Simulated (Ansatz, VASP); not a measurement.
## CaSe: VASP beside Ansatz

```
CELL_PARAMETERS angstrom
0.00000 2.94500 2.94500
2.94500 0.00000 2.94500
2.94500 2.94500 0.00000
ATOMIC_POSITIONS crystal
Ca 0.00000 0.00000 0.00000
Se 0.50000 0.50000 0.50000
```

Alike in both runs: task single point; functional LDA; k mesh 6 × 6 × 6; occupations gaussian, width 0.1 eV; no spin polarisation.

|  | VASP | Ansatz |
| --- | --- | --- |
| version | VASP 6.6.1 | Ansatz 0.2.0 |
| potentials or method | VASP PAW LDA potentials, release 64 (Ca_sv, Se), cutoff 500 eV | scalar-relativistic, plane waves, PAW |
| valence electrons in the cell | 16 | 26 |

```csv
,VASP,Ansatz,Ansatz less VASP
gap on the k mesh at the Fermi level (eV),1.83,1.85,+0.016
least direct gap on the mesh (eV),2.79,2.80,+0.015
pressure (GPa),-2.4,-2.6,-0.26
```

Ansatz warns that its potentials were made for another functional, while VASP's fit it. LDA's correlation is that of Perdew and Zunger in VASP and of Perdew and Wang (1992) in Ansatz. VASP's potentials hold 16 valence electrons a cell and Ansatz's 26, so a difference there can come from the potentials and not from the codes.
